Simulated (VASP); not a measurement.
Crystal: CuPt2.

```
CELL_PARAMETERS angstrom
0.00000 2.76520 2.76520
2.76520 0.00000 2.76520
2.76520 2.76520 0.00000
ATOMIC_POSITIONS crystal
Cu 0.00000 0.00000 0.00000
Pt 0.25000 0.25000 0.25000
Pt 0.75000 0.75000 0.75000
```

* Program: VASP 6.6.1
* Task: relaxation of cell and atoms
* Functional: PBE
* Potentials or basis: VASP PAW PBE potentials, release 64 (Cu, Pt)
* Cutoff: 600 eV
* k mesh: 6 × 6 × 6
* Occupations: gaussian, width 0.1 eV
* Spin: no spin polarisation

At the start: pressure 34.9 GPa; volume 14.10 Å³/atom.

Question: How do energy, volume and symmetry change on relaxing?

Answer: Over 10 steps the energy falls by 205.3 meV/atom and the volume is 16.27 Å³/atom (+15.4 %); space group Fm-3m (No. 225, to 0.05 Å).

The path:
| step | energy change (eV) | largest force (eV/Å) | pressure (GPa) | volume (Å³) |
| --- | --- | --- | --- | --- |
| 1 | 0.0000 | 0.0000 | 34.92 | 42.29 |
| 2 | 0.7758 | 0.0000 | -21.73 | 64.02 |
| 3 | 2.4533 | 0.0000 | 11.18 | 49.42 |
| 4 | -0.4345 | 0.0000 | -11.86 | 53.31 |
| 5 | -0.5595 | 0.0000 | -5.79 | 51.21 |
| 6 | -0.5843 | 0.0000 | -5.62 | 50.58 |
| 7 | -0.6013 | 0.0000 | -3.91 | 50.00 |
| 8 | -0.6074 | 0.0000 | -2.53 | 49.71 |
| 9 | -0.6102 | 0.0000 | 1.70 | 48.08 |
| 10 | -0.6159 | 0.0000 | 0.09 | 48.81 |

Final structure:
```yaml
crystal:
  lattice:
    - [0.00000, 2.90069, 2.90069]
    - [2.90069, 0.00000, 2.90069]
    - [2.90069, 2.90069, 0.00000]
  atoms:
    - { symbol: Cu, position: [0.00000, 0.00000, 0.00000] }
    - { symbol: Pt, position: [0.25000, 0.25000, 0.25000] }
    - { symbol: Pt, position: [0.75000, 0.75000, 0.75000] }
```

Caveat: the volume moved by over 15 % at a fixed basis, so the end points are rough.
